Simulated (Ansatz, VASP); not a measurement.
# Two plane-wave programs on ZnSe

Contents of INCAR:

```
SYSTEM = ZnSe
  PREC = Accurate
  ENCUT = 600
  EDIFF = 1E-6
  ISMEAR = 0
  SIGMA = 0.01
  LREAL = .FALSE.
  LASPH = .TRUE.
  NELM = 60
  ALGO = Normal
  ISIF = 3
  LWAVE = .FALSE.
  LCHARG = .FALSE.
  GGA = PS
  IBRION = 2
  NSW = 80
  EDIFFG = -0.001
```

File KPOINTS:

```
Automatic mesh
0
G
  8 8 8
  0 0 0
```

Contents of POSCAR:

```
ZnSe
1.0
    0.0000000000      2.8166002473      2.8166002473
    2.8166002473      0.0000000000      2.8166002473
    2.8166002473      2.8166002473      0.0000000000
Zn Se
1 1
Direct
    0.0000000000      0.0000000000      0.0000000000
    0.2500000000      0.2500000000      0.2500000000
```

Input for Ansatz:

```yaml
crystal:
  lattice:
    - [0.0, 2.8166002457, 2.8166002457]
    - [2.8166002457, 0.0, 2.8166002457]
    - [2.8166002457, 2.8166002457, 0.0]
  atoms:
    - { symbol: Zn, position: [0.0, 0.0, 0.0] }
    - { symbol: Se, position: [0.25, 0.25, 0.25] }
basis:
  ecutwfc: 420
kpoints:
  mp_grid: { grid: [8, 8, 8] }
hamiltonian:
  xc: pbesol
scf:
  occupations: { method: fixed }
output:
  forces: true
  stress: true
  eigenvalues: true
  write_density: true
  write_potential: true
  elf: true
  volumetric_format: npy
relax:
  adjacent_minimum: "off"
  f_tol: 0.001
  max_steps: 60
  cell: { stress_tol: 0.01 }
```

Alike in both runs: task relaxation of cell and atoms; functional PBEsol; k mesh 8 × 8 × 8; no spin polarisation.

```csv
,VASP,Ansatz
version,VASP 6.6.1,Ansatz 0.2.0
potentials or method,"VASP PAW PBE potentials, release 64 (Zn, Se), cutoff 600 eV","scalar-relativistic, plane waves, PAW"
occupations,"gaussian, width 0.01 eV",fixed
valence electrons in the cell,18,28
```

```tsv
	VASP	Ansatz	Ansatz less VASP
gap on the k mesh at the Fermi level, each at its own relaxed structure (eV)	1.23	1.24	+0.011
relaxed volume (Å³/atom)	22.43	22.34	-0.086
relaxed cell length with the largest relative difference (Å)	3.988	3.983	-0.0051
```

VASP's potentials were made for PBE, not for PBEsol. VASP's potentials hold 18 valence electrons a cell and Ansatz's 28, so a difference there can come from the potentials and not from the codes.
